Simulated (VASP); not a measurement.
Here is a VASP 6.6.1 calculation.

INCAR

```
SYSTEM = TePb
  ALGO = Normal
  EDIFF = 1E-8
  ENCUT = 600
  GGA = PS
  IBRION = 6
  ISIF = 3
  ISMEAR = 0
  LASPH = .TRUE.
  LCHARG = .TRUE.
  LREAL = .FALSE.
  LWAVE = .FALSE.
  NBANDS = 17
  NELM = 80
  NFREE = 2
  NSW = 1
  POTIM = 0.015
  PREC = Accurate
  SIGMA = 0.01
```

The input KPOINTS:

```
k-points
0
G
  6 6 6
  0 0 0
```

POSCAR

```
TePb
1.0
    0.0000000000      3.2213498497      3.2213498497
    3.2213498497      0.0000000000      3.2213498497
    3.2213498497      3.2213498497      0.0000000000
Te Pb
1 1
Direct
    0.5000000000      0.5000000000      0.5000000000
    0.0000000000      0.0000000000      0.0000000000
```

Potentials or basis: VASP PAW PBE potentials, release 64 (Te, Pb_d).

The run is started by

```bash
$ cat potpaw_PBE.64/Te/POTCAR potpaw_PBE.64/Pb_d/POTCAR > POTCAR
$ mpirun -np 1 vasp_std > vasp.out
```

Task: Predict the elastic constants C11, C12, C44.

Result: 127, 5, 15 GPa.

Task: Estimate the Voigt bulk modulus.

Result: 46 GPa.

Task: Estimate the highest phonon frequency at Γ, LO-TO splitting left out.

Result: 34 cm⁻¹.

Phonon frequencies in cm⁻¹ (negative: imaginary):
```tsv
q point	frequencies
(0.000, 0.000, 0.000)	0 0 0 34 34 34
```

Caveat: the PAW data sets were made with another functional, which shifts forces and pressure a little.
